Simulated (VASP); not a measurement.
# Ga3B2As (R-3m) in VASP: further runs

The runs below take Ga3B2As through single point, with PBE.

Everything below comes from runs of VASP 6.6.1. Logs are shortened: lines on timing, memory, paths and dates and some standing lists are left out, and cuts for length are marked.

### 1 The cell of the first run

It takes space group R-3m (No. 166, trigonal). The conventional cell has a = 5.037 Å, b = 5.037 Å, c = 15.510 Å, α = 90.00°, β = 90.00°, γ = 120.00°. Within 2.3 Å of Ga (site symmetry 2/m) lie 2 B at 1.76 Å. Within 2.3 Å of B (site symmetry 3m) lie 3 Ga at 1.76 Å. As (site symmetry -3m) has 6 Ga at 2.52 Å and 6 B at 3.08 Å within 3.3 Å.

The cell was generated, and may not be a known phase.

### 2 Single point, PBE

INCAR reads:

```
SYSTEM = Ga3B2As
  PREC = Accurate
  ENCUT = 520
  EDIFF = 1E-6
  ISMEAR = 0
  SIGMA = 0.1
  LREAL = .False.
  LASPH = .True.
  NELM = 80
  ALGO = Normal
  ISIF = 2
  LWAVE = .False.
  LCHARG = .True.
  GGA = PE
  LELF = .True.
  LVHAR = .True.
  NBANDS = 34
```

KPOINTS reads:

```
regular mesh
0
Gamma
  6 6 6
  0 0 0
```

POSCAR reads:

```
Ga3B2As
1.0
    2.5184448500      1.4540248100      5.1698675200
   -2.5184448500      1.4540248100      5.1698675200
    0.0000000000     -2.9080496200      5.1698675200
Ga B As
3 2 1
Direct
    0.5000000000      0.5000000000      0.0000000000
    0.0000000000      0.5000000000      0.5000000000
    0.5000000000      0.0000000000      0.5000000000
    0.6021834700      0.6021834700      0.6021834700
    0.3978165300      0.3978165300      0.3978165300
    0.0000000000      0.0000000000      0.0000000000
```

Potentials or basis: VASP PAW PBE potentials, release 64 (Ga_d, B, As).

On the command line:

```bash
cat potpaw_PBE.64/Ga_d/POTCAR potpaw_PBE.64/B/POTCAR potpaw_PBE.64/As/POTCAR > POTCAR
mpirun -np 1 vasp_std > vasp.out
```

OUTCAR:

```text
SYSTEM = Ga3B2As
   PREC = Accurate
   ENCUT = 520
   EDIFF = 1E-6
   ISMEAR = 0
   LREAL = .False.
   LASPH = .True.
   NELM = 80
   ISIF = 2
   GGA = PE

 ion  position               nearest neighbor table
   1  0.500  0.500  0.000-   4 1.76   5 1.76   2 2.52   3 2.52   3 2.52   2 2.52   6 2.52   6 2.52

   2  0.000  0.500  0.500-   4 1.76   5 1.76   1 2.52   6 2.52   6 2.52   1 2.52   3 2.52   3 2.52

   3  0.500  0.000  0.500-   4 1.76   5 1.76   1 2.52   6 2.52   1 2.52   6 2.52   2 2.52   2 2.52

   4  0.602  0.602  0.602-   1 1.76   2 1.76   3 1.76
   5  0.398  0.398  0.398-   1 1.76   2 1.76   3 1.76
   6  0.000  0.000  0.000-   2 2.52   3 2.52   2 2.52   3 2.52   1 2.52   1 2.52

  LATTYP: Found a trigonal (rhomboedric) cell.
 ALAT       =     5.9316340738
 COS(alpha) =     0.6394660372

  Lattice vectors:

 A1 = (   2.5184448500,   1.4540248100,   5.1698675200)
 A2 = (  -2.5184448500,   1.4540248100,   5.1698675200)
 A3 = (   0.0000000000,  -2.9080496200,   5.1698675200)

Analysis of symmetry for initial positions (statically):
=====================================================================
 Subroutine PRICEL returns:
 Original cell was already a primitive cell.

 Routine SETGRP: Setting up the symmetry group for a
 trigonal (rhombohedral) supercell.

 Subroutine GETGRP returns: Found 12 space group operations
 (whereof 12 operations were pure point group operations)
 out of a pool of 12 trial point group operations.

The static configuration has the point symmetry D_3d.

Analysis of symmetry for dynamics (positions and initial velocities):
=====================================================================
 Subroutine PRICEL returns:
 Original cell was already a primitive cell.

 Routine SETGRP: Setting up the symmetry group for a
 trigonal (rhombohedral) supercell.

 Subroutine GETGRP returns: Found 12 space group operations
 (whereof 12 operations were pure point group operations)
 out of a pool of 12 trial point group operations.

The dynamic configuration has the point symmetry D_3d.

 Subroutine INISYM returns: Found 12 space group operations
 (whereof 12 operations are pure point group operations),
 and found     1 'primitive' translations

----------------------------------------------------------------------------------------

                                     Primitive cell

  volume of cell :     113.5886

  direct lattice vectors                    reciprocal lattice vectors
     2.518444850  1.454024810  5.169867520     0.198535219  0.114624362  0.064476185
    -2.518444850  1.454024810  5.169867520    -0.198535219  0.114624362  0.064476185
     0.000000000 -2.908049620  5.169867520     0.000000000 -0.229248725  0.064476185

  length of vectors
     5.931634074  5.931634074  5.931634072     0.238143142  0.238143142  0.238143142

  position of ions in fractional coordinates (direct lattice)
     0.500000000  0.500000000  1.000000000
     1.000000000  0.500000000  0.500000000
     0.500000000  1.000000000  0.500000000
     0.602183470  0.602183470  0.602183470
     0.397816530  0.397816530  0.397816530
     0.000000000  0.000000000  0.000000000

  ion indices of the primitive-cell ions
   primitive index   ion index
                 1           1
                 2           2
                 3           3
                 4           4
                 5           5
                 6           6

----------------------------------------------------------------------------------------

 KPOINTS: regular mesh

Automatic generation of k-mesh.
 Grid dimensions read from file:
 generate k-points for:    6    6    6

 Generating k-lattice:

  Cartesian coordinates                     Fractional coordinates (reciprocal lattice)
     0.033089203  0.019104060  0.010746031     0.166666667  0.000000000 -0.000000000
    -0.033089203  0.019104060  0.010746031     0.000000000  0.166666667 -0.000000000
     0.000000000 -0.038208121  0.010746031    -0.000000000 -0.000000000  0.166666667

  Length of vectors
     0.039690524  0.039690524  0.039690524

  Shift w.r.t. Gamma in fractional coordinates (k-lattice)
     0.000000000  0.000000000  0.000000000

 Subroutine IBZKPT returns following result:
 ===========================================

 Found     32 irreducible k-points:

 Following reciprocal coordinates:
            Coordinates               Weight
  0.000000  0.000000  0.000000      1.000000
  0.166667  0.000000 -0.000000      6.000000
  0.333333  0.000000 -0.000000      6.000000
  0.500000  0.000000 -0.000000      3.000000
  0.166667  0.166667 -0.000000      6.000000
  0.333333  0.166667 -0.000000     12.000000
[... 16 lines left out ...]
  0.500000  0.500000  0.166667      6.000000
 -0.333333  0.500000  0.166667     12.000000
 [... further k-points ...]
   k-points           NKPTS =     32   k-points in BZ     NKDIM =     32   number of bands    NBANDS=     34
   number of dos      NEDOS =    301   number of ions     NIONS =      6
   total plane-waves  NPLWV = 110592
   dimension x,y,z NGX =    48 NGY =   48 NGZ =   48
   dimension x,y,z NGXF=    96 NGYF=   96 NGZF=   96
   ions per type =               3   2   1
   NGX,Y,Z   is equivalent  to a cutoff of  13.45, 13.45, 13.45 a.u.
   NGXF,Y,Z  is equivalent  to a cutoff of  26.91, 26.91, 26.91 a.u.
 SYSTEM =  Ga3B2As
   PREC   = accura    normal or accurate (medium, high low for compatibility)
   ISTART =      0    job   : 0-new  1-cont  2-samecut
   ICHARG =      2    charge: 1-file 2-atom 10-const
   ISPIN  =      1    spin polarized calculation?
   LNONCOLLINEAR =      F non collinear calculations
   LSORBIT =      F    spin-orbit coupling
   LASPH  =      T    aspherical Exc in radial PAW
   ENCUT  =  520.0 eV  38.22 Ry    6.18 a.u.  11.03 11.03 11.03*2*pi/ulx,y,z
   NELM   =     80;   NELMIN=  2; NELMDL= -5     # of ELM steps
   EDIFF  = 0.1E-05   stopping-criterion for ELM
   LREAL  =      F    real-space projection
   EDIFFG = 0.1E-04   stopping-criterion for IOM
   NSW    =      0    number of steps for IOM
   IBRION =     -1    ionic relax: 0-MD 1-quasi-New 2-CG
   NFREE  =      0    steps in history (QN), initial steepest desc. (CG)
   ISIF   =      2    stress and relaxation
   ISYM   =      2    0-nonsym 1-usesym 2-fastsym
   POTIM  = 0.5000    time-step for ionic-motion
   TEBEG  =    0.0;   TEEND  =   0.0 temperature during run
   PSTRESS=    0.0 pullay stress
   NELECT =      50.0000    total number of electrons
   NUPDOWN=      -1.0000    fix difference up-down
   EMIN   =  10.00;   EMAX   =-10.00  energy-range for DOS
   EFERMI =   0.00;   METHOD = LEGACY
   ISMEAR =     0;   SIGMA  =   0.10  broadening in eV -4-tet -1-fermi 0-gaus
   EFERMI_NEDOS =   21; number of points for ismear=-14 and -15
   IALGO  =     38    algorithm
   IMIX   =      4    mixing-type and parameters
     AMIX     =   0.40;   BMIX     =  1.00
     AMIX_MAG =   1.60;   BMIX_MAG =  1.00
  volume/ion in A,a.u.               =      18.93       127.76
  Fermi-wavevector in a.u.,A,eV,Ry     =   1.245336  2.353344 21.100753  1.550862
  Thomas-Fermi vector in A             =   2.379563
   LORBIT       =      0    0 simple, 1 ext, 2 COOP (PROOUT), +10 PAW based schemes
   GGA     = PE    functional components
   LHFCALC =     F    Hartree Fock is set to
   AEXX    =    0.0000 exact exchange contribution
   IVDW    =     0    specifies the selected vdW correction
   LEPSILON=     F    determine dielectric tensor
   LRPA    =     F    only Hartree local field effects (RPA)
 non-spin polarized calculation
 Gauss-broadening in eV      SIGMA  =   0.10
  energy-cutoff  :      520.00
  volume of cell :      113.59
 maximum number of plane-waves:      3076
 NGX is ok and might be reduce to    48
   NGX = 23   NGY = 23   NGZ = 23

 number of electron      50.0000007 magnetization

 Free energy of the ion-electron system (eV)
  ---------------------------------------------------
  ext. energy  EPLUGINS =         0.00000000
  ---------------------------------------------------
  free energy    TOTEN  =       -13.90005259 eV

  energy without entropy =      -13.86995826  energy(sigma->0) =      -13.88500542

 E-fermi :   2.9349     XC(G=0):  -9.0201

 val. band max:        2.9335550678   @ k =   0.3333   0.3333   0.3333
 cond. band min:       2.9429913766   @ k =   0.5000   0.3333  -0.0000
 fundamental gap:      0.0094363088
 Fermi energy:         2.9349455395

 k-point     1 :       0.0000    0.0000    0.0000
  band No.  band energies     occupation
      1     -13.7803      2.00000
      2     -12.7499      2.00000
      3     -12.7499      2.00000
      4     -12.6652      2.00000
      5     -12.5675      2.00000
      6     -12.3915      2.00000
[... 26 lines left out ...]
     33       9.8201      0.00000
     34      11.3591      0.00000

 k-point     2 :       0.1667    0.0000   -0.0000
  band No.  band energies     occupation
      1     -13.6930      2.00000
      2     -12.7497      2.00000
      3     -12.6933      2.00000
      4     -12.6056      2.00000
      5     -12.5314      2.00000
      6     -12.4204      2.00000
[... 26 lines left out ...]
     33       9.8442      0.00000
     34      10.8901      0.00000

 k-point     3 :       0.3333    0.0000   -0.0000
  band No.  band energies     occupation
      1     -13.4771      2.00000
      2     -12.7649      2.00000
      3     -12.5416      2.00000
      4     -12.5275      2.00000
      5     -12.4966      2.00000
      6     -12.3941      2.00000
[... 26 lines left out ...]
     33      10.0456      0.00000
     34      10.7138      0.00000

 k-point     4 :       0.5000    0.0000   -0.0000
  band No.  band energies     occupation
      1     -13.3224      2.00000
      2     -12.8076      2.00000
      3     -12.6005      2.00000
      4     -12.4388      2.00000
      5     -12.4186      2.00000
      6     -12.3160      2.00000
[... 26 lines left out ...]
     33      10.6302      0.00000
     34      10.7921      0.00000

 k-point     5 :       0.1667    0.1667   -0.0000
  band No.  band energies     occupation
      1     -13.6928      2.00000
      2     -12.7497      2.00000
      3     -12.6933      2.00000
      4     -12.6055      2.00000
      5     -12.5313      2.00000
      6     -12.4205      2.00000
[... 621 lines left out ...]
 k-point    22 :      -0.1667    0.3333    0.1667
  band No.  band energies     occupation
      1     -13.3072      2.00000
      2     -12.8440      2.00000
      3     -12.5742      2.00000
      4     -12.4476      2.00000
      5     -12.4371      2.00000
      6     -12.3506      2.00000
[... 26 lines left out ...]
     33       9.6249      0.00000
     34      10.6546      0.00000

 k-point    23 :       0.5000    0.5000    0.1667
  band No.  band energies     occupation
      1     -13.4757      2.00000
      2     -12.7654      2.00000
      3     -12.5418      2.00000
      4     -12.5273      2.00000
      5     -12.4957      2.00000
      6     -12.3941      2.00000
[... 26 lines left out ...]
     33      10.1100      0.00000
     34      10.4163      0.00000

 k-point    24 :      -0.3333    0.5000    0.1667
  band No.  band energies     occupation
      1     -13.3061      2.00000
      2     -12.8447      2.00000
      3     -12.5743      2.00000
      4     -12.4478      2.00000
      5     -12.4359      2.00000
      6     -12.3506      2.00000
[... 26 lines left out ...]
     33       9.7136      0.00000
     34      10.5326      0.00000

 [... further k-points ...]
[... 5 lines left out ...]
  --------------------------------------------------------------------------------------
  -------------------------------------------------------------------------------------
  Total       37.8647646     37.8647645     13.0376292     -0.0000000      0.0000000      0.0000000
  in kB      534.0856594    534.0856579    183.8968466     -0.0000000      0.0000000      0.0000000
  external PRESSURE =     417.3560546 kB  Pullay stress =       0.0000000 kB

 VOLUME and BASIS-vectors are now :
 -----------------------------------------------------------------------------
  energy-cutoff  :      520.00
  volume of cell :      113.59
      direct lattice vectors                 reciprocal lattice vectors
     2.518444850  1.454024810  5.169867520     0.198535219  0.114624362  0.064476185
    -2.518444850  1.454024810  5.169867520    -0.198535219  0.114624362  0.064476185
     0.000000000 -2.908049620  5.169867520     0.000000000 -0.229248725  0.064476185

 POSITION                                       TOTAL-FORCE (eV/Angst)
 -----------------------------------------------------------------------------------
      0.00000      1.45402      5.16987         0.000000      0.000000      0.000000
     -1.25922     -0.72701      5.16987         0.000000      0.000000     -0.000000
      1.25922     -0.72701      5.16987         0.000000      0.000000      0.000000
      0.00000      0.00000      9.33963         0.000000     -0.000000     -8.297531
      0.00000      0.00000      6.16998         0.000000      0.000000      8.297531
      0.00000      0.00000      0.00000        -0.000000      0.000000     -0.000000
 -----------------------------------------------------------------------------------
    total drift:                                0.000000      0.000000     -0.000000

  FREE ENERGIE OF THE ION-ELECTRON SYSTEM (eV)
  ---------------------------------------------------
  free  energy   TOTEN  =       -13.9000525905 eV

  energy  without entropy=      -13.8699582551  energy(sigma->0) =      -13.88500542
```

It took 5.9 min on 1 thread of Intel Xeon 8259CL, shared host; peak memory 0.38 GiB.

What came out:

```
Free energy            : -13.9001 eV
Pressure               : 41.7 GPa
Largest force          : 8.298 eV/Å
Band gap on the k mesh : zero (bands 25 and 26 overlap by 0.98 eV)
```

Forces on the atoms (eV/Å):
```
Ga   0.000  0.000  0.000
Ga   0.000  0.000  0.000
Ga   0.000  0.000  0.000
B    0.000  0.000 -8.298
B    0.000  0.000  8.298
As   0.000  0.000  0.000
```

Caveat: the stress differs along the axes, from 18 to 53 GPa; forces of over 1 eV/Å act on the atoms, so gaps and moduli don't describe the material at rest.

### 3 Single point, PBE

This run uses another cell than the first one, of 19.73 Å³/atom.

INCAR reads:

```
SYSTEM = Ga3B2As
PREC     = Accurate       ! precision mode
ENCUT    = 520            ! plane-wave cutoff, eV
EDIFF    = 1E-6           ! SCF threshold, eV
ISMEAR   = 0              ! smearing method
SIGMA    = 0.1            ! smearing width, eV
LREAL    = .False.        ! projectors in reciprocal space
LASPH    = .True.         ! aspherical terms in the spheres
NELM     = 60             ! most SCF steps
ALGO     = Normal         ! electronic algorithm
ISIF     = 2              ! what is computed and relaxed
LWAVE    = .False.        ! write WAVECAR
LCHARG   = .False.        ! write CHGCAR
GGA      = PE             ! functional
NBANDS   = 34             ! bands
```

KPOINTS reads:

```
Automatic mesh
0
Gamma
  6 6 6
  0 0 0
```

POSCAR reads:

```
Ga3B2As
1.0
    3.1602744974      1.8245853318      3.4212389362
   -3.1602744974      1.8245853318      3.4212389362
    0.0000000000     -3.6491706636      3.4212389362
Ga B As
3 2 1
Direct
    0.5000000000      0.5000000000      0.0000000000
    0.0000000000      0.5000000000      0.5000000000
    0.5000000000      0.0000000000      0.5000000000
    0.5787205406      0.5787205406      0.5787205406
    0.4212794594      0.4212794594      0.4212794594
    0.0000000000      0.0000000000      0.0000000000
```

Potentials or basis: VASP PAW PBE potentials, release 64 (Ga_d, B, As).

On the command line:

```bash
cat potpaw_PBE.64/Ga_d/POTCAR potpaw_PBE.64/B/POTCAR potpaw_PBE.64/As/POTCAR > POTCAR
mpirun -np 1 vasp_std > vasp.out
```

Wall time 2.6 min (1 thread of Intel Xeon 8259CL, shared host); peak memory 0.31 GiB.

The run converged. Its results:

| Property | Result |
| --- | --- |
| Free energy | -23.4499 eV |
| Pressure | -0.1 GPa |
| Largest force | 0.034 eV/Å |
| Band gap on the k mesh | zero (bands 25 and 26 overlap by 1.46 eV) |

Forces on the atoms (eV/Å):
```
Ga   0.000  0.000  0.000
Ga   0.000  0.000  0.000
Ga   0.000  0.000  0.000
B    0.000  0.000 -0.034
B    0.000  0.000  0.034
As   0.000  0.000  0.000
```

Stress tensor (GPa, compression positive):
```
-0.02  0.00  0.00
 0.00 -0.02  0.00
 0.00  0.00 -0.19
```

Levels at points of the mesh, in eV from the Fermi level:
```tsv
k point	band 21	band 22	band 23	band 24	band 25	band 26	band 27	band 28	band 29	band 30
(0.00, 0.00, 0.00)	-3.75	-3.75	-3.53	-0.41	-0.41	0.13	2.53	3.59	3.59	3.61
(0.50, 0.00, 0.00)	-4.02	-2.89	-0.95	-0.70	-0.09	0.81	1.83	1.91	3.26	3.77
(0.50, 0.50, 0.00)	-3.32	-1.87	-0.61	-0.52	0.12	0.37	1.55	2.23	3.24	3.67
(0.50, 0.50, 0.50)	-3.74	-2.96	-2.96	-0.78	1.28	1.28	4.30	4.32	4.37	4.37
```

[end of part 1 of 2]
